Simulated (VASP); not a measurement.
# TaSi2 in VASP: relaxation of cell and atoms with PBE

Aim: the relaxation of cell and atoms of TaSi2 with PBE.

Everything below comes from runs of VASP 6.6.1. Logs are shortened: lines on timing, memory, paths and dates and some standing lists are left out, and cuts for length are marked.

## 1. The cell of the first run

The cell holds a disordered packing, 9 atoms: a = 5.221 Å, b = 5.280 Å, c = 5.210 Å, α = 93.46°, β = 84.84°, γ = 86.86°.

## 2. Relaxation of cell and atoms, PBE

File INCAR:

```
PREC = Accurate
ENCUT = 500
EDIFF = 1E-7
ISMEAR = 0
SIGMA = 0.1
LREAL = F
LASPH = T
NELM = 120
ALGO = Normal
ISIF = 3
LWAVE = F
LCHARG = F
GGA = PE
IBRION = 2
NSW = 90
EDIFFG = -0.04
ISYM = 0
GGA_COMPAT = F
NELMIN = 4
```

File KPOINTS:

```
Automatic mesh
0
Gamma
  3 3 3
```

File POSCAR:

```
TaSi2
1.0
    5.2139890000      0.1474260000      0.2370450000
    0.1474260000      5.2754310000     -0.1619820000
    0.2370450000     -0.1619820000      5.2018250000
Ta Si
3 6
Direct
    0.6776033107      0.1414926833      0.1651089908
    0.9480257960      0.2677691628      0.6472451322
    0.4146618265      0.5785395582      0.5227965095
    0.2344597063      0.4370176395      0.0471342585
    0.6019473044      0.6365119459      0.0088454593
    0.9668823607      0.7770898637      0.8273527054
    0.4536010890      0.0859265891      0.6970628279
    0.1909347515      0.9401486371      0.2192506526
    0.9055857781      0.6487977735      0.2805121098
```

Potentials or basis: VASP PAW PBE potentials, release 64 (Ta_sv_GW, Si).

On the command line:

```console
$ cat potpaw_PBE.64/Ta_sv_GW/POTCAR potpaw_PBE.64/Si/POTCAR > POTCAR
$ mpirun -np 1 vasp_std > vasp.out
```

OUTCAR:

```text
PREC = Accurate
   ENCUT = 500
   EDIFF = 1E-7
   ISMEAR = 0
   LREAL = F
   LASPH = T
   NELM = 120
   ISIF = 3
   GGA = PE
   IBRION = 2
   NSW = 90
   EDIFFG = -0.04
   ISYM = 0
   NELMIN = 4

 ion  position               nearest neighbor table
   1  0.678  0.141  0.165-   5 2.80   5 2.80   7 2.80   8 2.81   6 2.81   4 2.85   8 2.87   9 2.92
                             7 2.95   9 3.04   2 3.05   2 3.06   3 3.06
   2  0.948  0.268  0.647-   7 2.80   7 2.80   4 2.80   6 2.80   6 2.81   9 2.87   8 2.89   5 3.03
                             1 3.05   3 3.05   1 3.06   3 3.29
   3  0.415  0.579  0.523-   7 2.80   5 2.80   4 2.80   5 2.81   9 2.81   7 2.81   6 2.82   8 2.82
                             4 2.96   2 3.05   9 3.06   1 3.06   2 3.29
   4  0.234  0.437  0.047-   9 2.22   5 2.24   6 2.60   7 2.66   8 2.74   3 2.80   2 2.80   8 2.84
                             1 2.85   3 2.96
   5  0.602  0.637  0.009-   9 2.22   6 2.23   4 2.24   8 2.71   1 2.80   3 2.80   1 2.80   3 2.81
                             2 3.03   7 3.06
   6  0.967  0.777  0.827-   5 2.23   9 2.49   8 2.57   4 2.60   2 2.80   1 2.81   2 2.81   3 2.82
                             9 2.94   7 3.14
   7  0.454  0.086  0.697-   4 2.66   2 2.80   2 2.80   3 2.80   1 2.80   3 2.81   1 2.95   8 3.03
                             5 3.06   8 3.09   6 3.14
   8  0.191  0.940  0.219-   9 2.22   6 2.57   5 2.71   4 2.74   1 2.81   3 2.82   4 2.84   1 2.87
                             2 2.89   7 3.03   7 3.09
   9  0.906  0.649  0.281-   8 2.22   5 2.22   4 2.22   6 2.49   3 2.81   2 2.87   1 2.92   6 2.94
                             1 3.04   3 3.06

IMPORTANT INFORMATION: All symmetrisations will be switched off!
NOSYMM: (Re-)initialisation of all symmetry stuff for point group C_1.

----------------------------------------------------------------------------------------

                                     Primitive cell

  volume of cell :     142.5240

  direct lattice vectors                    reciprocal lattice vectors
     5.213989000  0.147426000  0.237045000     0.192358009 -0.005650146 -0.008941617
     0.147426000  5.275431000 -0.161982000    -0.005650146  0.189905351  0.006171024
     0.237045000 -0.161982000  5.201825000    -0.008941617  0.006171024  0.192839851

  length of vectors
     5.221456315  5.279975836  5.209742012     0.192648593  0.190089578  0.193145651

  position of ions in fractional coordinates (direct lattice)
     0.677603311  0.141492683  0.165108991
     0.948025796  0.267769163  0.647245132
     0.414661827  0.578539558  0.522796509
     0.234459706  0.437017639  0.047134259
     0.601947304  0.636511946  0.008845459
     0.966882361  0.777089864  0.827352705
     0.453601089  0.085926589  0.697062828
     0.190934752  0.940148637  0.219250653
     0.905585778  0.648797774  0.280512110

  ion indices of the primitive-cell ions
   primitive index   ion index
                 1           1
                 2           2
                 3           3
                 4           4
                 5           5
                 6           6
                 7           7
                 8           8
                 9           9

----------------------------------------------------------------------------------------

 KPOINTS: Automatic mesh

Automatic generation of k-mesh.
 Grid dimensions read from file:
 generate k-points for:    3    3    3

 Generating k-lattice:

  Cartesian coordinates                     Fractional coordinates (reciprocal lattice)
     0.064119336 -0.001883382 -0.002980539     0.333333333  0.000000000 -0.000000000
    -0.001883382  0.063301784  0.002057008     0.000000000  0.333333333 -0.000000000
    -0.002980539  0.002057008  0.064279950    -0.000000000  0.000000000  0.333333333

  Length of vectors
     0.064216198  0.063363193  0.064381884

  Shift w.r.t. Gamma in fractional coordinates (k-lattice)
     0.000000000  0.000000000  0.000000000

 Subroutine IBZKPT returns following result:
 ===========================================

 Found     14 irreducible k-points:

 Following reciprocal coordinates:
            Coordinates               Weight
  0.000000  0.000000  0.000000      1.000000
  0.333333  0.000000  0.000000      2.000000
 -0.000000  0.333333 -0.000000      2.000000
  0.333333  0.333333  0.000000      2.000000
 -0.333333  0.333333  0.000000      2.000000
 -0.000000 -0.000000  0.333333      2.000000
  0.333333 -0.000000  0.333333      2.000000
 -0.333333  0.000000  0.333333      2.000000
 -0.000000  0.333333  0.333333      2.000000
  0.333333  0.333333  0.333333      2.000000
 -0.333333  0.333333  0.333333      2.000000
  0.000000 -0.333333  0.333333      2.000000
  0.333333 -0.333333  0.333333      2.000000
 -0.333333 -0.333333  0.333333      2.000000
   k-points           NKPTS =     14   k-points in BZ     NKDIM =     14   number of bands    NBANDS=     37
   number of dos      NEDOS =    301   number of ions     NIONS =      9
   total plane-waves  NPLWV =  64000
   dimension x,y,z NGX =    40 NGY =   40 NGZ =   40
   dimension x,y,z NGXF=    80 NGYF=   80 NGZF=   80
   ions per type =               3   6
   NGX,Y,Z   is equivalent  to a cutoff of  12.74, 12.59, 12.76 a.u.
   NGXF,Y,Z  is equivalent  to a cutoff of  25.47, 25.19, 25.53 a.u.
 SYSTEM =  unknown system
   PREC   = accura    normal or accurate (medium, high low for compatibility)
   ISTART =      0    job   : 0-new  1-cont  2-samecut
   ICHARG =      2    charge: 1-file 2-atom 10-const
   ISPIN  =      1    spin polarized calculation?
   LNONCOLLINEAR =      F non collinear calculations
   LSORBIT =      F    spin-orbit coupling
   LASPH  =      T    aspherical Exc in radial PAW
   ENCUT  =  500.0 eV  36.75 Ry    6.06 a.u.   9.52  9.63  9.50*2*pi/ulx,y,z
   NELM   =    120;   NELMIN=  4; NELMDL= -5     # of ELM steps
   EDIFF  = 0.1E-06   stopping-criterion for ELM
   LREAL  =      F    real-space projection
   EDIFFG = -.4E-01   stopping-criterion for IOM
   NSW    =     90    number of steps for IOM
   IBRION =      2    ionic relax: 0-MD 1-quasi-New 2-CG
   NFREE  =      1    steps in history (QN), initial steepest desc. (CG)
   ISIF   =      3    stress and relaxation
   ISYM   =      0    0-nonsym 1-usesym 2-fastsym
   POTIM  = 0.5000    time-step for ionic-motion
   TEBEG  =    0.0;   TEEND  =   0.0 temperature during run
   PSTRESS=    0.0 pullay stress
   NELECT =      63.0000    total number of electrons
   NUPDOWN=      -1.0000    fix difference up-down
   EMIN   =  10.00;   EMAX   =-10.00  energy-range for DOS
   EFERMI =   0.00;   METHOD = LEGACY
   ISMEAR =     0;   SIGMA  =   0.10  broadening in eV -4-tet -1-fermi 0-gaus
   EFERMI_NEDOS =   21; number of points for ismear=-14 and -15
   IALGO  =     38    algorithm
   IMIX   =      4    mixing-type and parameters
     AMIX     =   0.40;   BMIX     =  1.00
     AMIX_MAG =   1.60;   BMIX_MAG =  1.00
  volume/ion in A,a.u.               =      15.84       106.87
  Fermi-wavevector in a.u.,A,eV,Ry     =   1.247074  2.356629 21.159706  1.555195
  Thomas-Fermi vector in A             =   2.381223
   LORBIT       =      0    0 simple, 1 ext, 2 COOP (PROOUT), +10 PAW based schemes
   GGA     = PE    functional components
   LHFCALC =     F    Hartree Fock is set to
   AEXX    =    0.0000 exact exchange contribution
   IVDW    =     0    specifies the selected vdW correction
   LEPSILON=     F    determine dielectric tensor
   LRPA    =     F    only Hartree local field effects (RPA)
 conjugate gradient relaxation of ions
 non-spin polarized calculation
 Gauss-broadening in eV      SIGMA  =   0.10
  energy-cutoff  :      500.00
  volume of cell :      142.52
 maximum number of plane-waves:      3640
 NGX is ok and might be reduce to    40
   NGX = 19   NGY = 19   NGZ = 19

--------------------------------------- Ionic step        1  -------------------------------------------

 number of electron      62.9999998 magnetization

 Free energy of the ion-electron system (eV)
  ---------------------------------------------------
  ext. energy  EPLUGINS =         0.00000000
  ---------------------------------------------------
  free energy    TOTEN  =       -73.04750932 eV

  energy without entropy =      -73.02417426  energy(sigma->0) =      -73.03584179

------------------------ aborting loop because EDIFF is reached ----------------------------------------

  FORCE on cell =-STRESS in cart. coord.  units (eV):
  Direction    XX          YY          ZZ          XY          YZ          ZX
  --------------------------------------------------------------------------------------
  -------------------------------------------------------------------------------------
  Total        5.8626292     -6.9836715     -4.7967713      4.9953124     -2.0609314      0.0587916
  in kB       65.9044956    -78.5066454    -53.9226997     56.1545910    -23.1678728      0.6609038
  external PRESSURE =     -22.1749498 kB  Pullay stress =       0.0000000 kB
[... 110 lines left out ...]
  FREE ENERGIE OF THE ION-ELECTRON SYSTEM (eV)
  ---------------------------------------------------
  free  energy   TOTEN  =       -75.3863190725 eV

  energy  without entropy=      -75.3713143092  energy(sigma->0) =      -75.37881669

[... ionic steps 4 to 47 ...]

--------------------------------------- Ionic step       48  -------------------------------------------

 number of electron      63.0000001 magnetization

------------------------ aborting loop because EDIFF is reached ----------------------------------------

  FORCE on cell =-STRESS in cart. coord.  units (eV):
  Direction    XX          YY          ZZ          XY          YZ          ZX
  --------------------------------------------------------------------------------------
  -------------------------------------------------------------------------------------
  Total        0.0421363      0.1234490      0.1070272     -0.0291293      0.0275704      0.0577064
  in kB        0.4878287      1.4292173      1.2390957     -0.3372415      0.3191936      0.6680900
  external PRESSURE =       1.0520472 kB  Pullay stress =       0.0000000 kB
[... 71 lines left out ...]
  energy  without entropy=      -76.5997110901  energy(sigma->0) =      -76.60637807

--------------------------------------- Ionic step       50  -------------------------------------------

 number of electron      63.0000001 magnetization

 Free energy of the ion-electron system (eV)
  ---------------------------------------------------
  ext. energy  EPLUGINS =         0.00000000
  ---------------------------------------------------
  free energy    TOTEN  =       -76.61344003 eV

  energy without entropy =      -76.60010910  energy(sigma->0) =      -76.60677457

 E-fermi :  10.4785     XC(G=0): -11.9224

 val. band max:       10.4425331163   @ k =  -0.3333  -0.3333   0.3333
 cond. band min:      10.5644880073   @ k =  -0.3333   0.3333   0.0000
 fundamental gap:      0.1219548910
 Fermi energy:        10.4785476961

 k-point     1 :       0.0000    0.0000    0.0000
  band No.  band energies     occupation
      1     -57.5231      2.00000
      2     -57.4947      2.00000
      3     -56.9534      2.00000
      4     -24.1327      2.00000
      5     -24.0505      2.00000
      6     -24.0277      2.00000
[... 585 lines left out ...]
  FREE ENERGIE OF THE ION-ELECTRON SYSTEM (eV)
  ---------------------------------------------------
  free  energy   TOTEN  =       -76.6134400280 eV

  energy  without entropy=      -76.6001091043  energy(sigma->0) =      -76.60677457

 reached required accuracy - stopping structural energy minimisation
```

It took 52 min on 1 thread of AMD EPYC 7R13 (Zen 3), shared host; peak memory 0.25 GiB.

What came out:

```yaml
Free_energy: -76.6134 eV
Relaxed_volume: 15.39 Å³/atom
Relaxed_cell: a = 4.926 Å, b = 4.941 Å, c = 5.735 Å, α = 93.13°, β = 87.74°, γ = 84.20°
Space_group_after_relaxing_to_0.1_Å: P1 (No. 1)
Energy_gained_by_relaxing: 396.2 meV/atom
Ionic_steps: 50
Pressure_after_relaxing: 0.0 GPa
Largest_force_after_relaxing: 0.039 eV/Å
Band_gap_on_the_k_mesh: zero (an odd number of electrons rules out a gap without spin polarisation)
```

Forces in eV/Å, atoms in the order of the input:
```
Ta   0.010 -0.037  0.006
Ta  -0.007  0.000 -0.005
Ta  -0.014 -0.004  0.011
Si   0.020  0.006  0.013
Si   0.031  0.004 -0.021
Si  -0.013  0.010 -0.028
Si  -0.019 -0.014  0.024
Si   0.007  0.014 -0.010
Si  -0.014  0.021  0.010
```

The path:
```csv
step,energy change (eV),largest force (eV/Å),pressure (GPa),volume (Å³)
1,0.0000,4.5802,-2.22,142.52
3,-2.3388,1.2986,0.44,136.12
5,-2.8549,0.9985,1.12,136.12
7,-3.0342,0.4063,-2.24,138.89
9,-3.0831,0.3909,1.24,136.02
11,-3.1230,0.3131,-0.17,137.30
13,-3.1621,0.3642,-0.51,137.69
15,-3.1944,0.2840,1.24,136.22
17,-3.2194,0.3277,-0.64,137.68
19,-3.2646,0.3248,0.43,136.82
21,-3.3364,0.4894,0.18,137.17
23,-3.3493,0.6230,0.28,137.29
25,-3.4447,0.5068,-0.18,138.20
27,-3.5014,0.2953,0.37,138.03
29,-3.5228,0.2627,-0.74,138.91
31,-3.5307,0.1450,0.59,137.86
33,-3.5366,0.1172,-0.12,138.47
35,-3.5409,0.1073,-0.10,138.41
37,-3.5464,0.1798,1.02,137.56
39,-3.5485,0.1444,0.63,137.86
41,-3.5542,0.2158,-0.14,138.57
43,-3.5569,0.1488,-0.07,138.50
45,-3.5606,0.1599,-0.24,138.63
47,-3.5642,0.0641,0.52,138.04
49,-3.5655,0.0550,0.02,138.48
50,-3.5659,0.0386,-0.04,138.51
```

Final structure:
```
Ta Si
1.0
     4.91792    0.25401    0.11561
     0.24952    4.93166   -0.17277
     0.09763   -0.11783    5.73285
Ta Si
3 6
Direct
  0.70787 0.10108 0.14373
  0.91062 0.31493 0.67989
  0.42259 0.56238 0.44408
  0.20125 0.33716 0.04409
  0.55143 0.65516 0.93013
  0.03893 0.79028 0.82273
  0.45916 0.08634 0.68805
  0.18851 0.03163 0.34029
  0.91332 0.63434 0.32231
```

Caveat: the k points lie up to 0.43 Å⁻¹ apart in the final cell, too coarse for converged energies and pressures of a metal; spin-orbit coupling is left out, which moves the levels of the heavy elements; an odd number of electrons without spin polarisation forces a metal; a magnetic or distorted state may lie lower.

The gap in the log of VASP goes by the Fermi energy; the results here count the filled bands.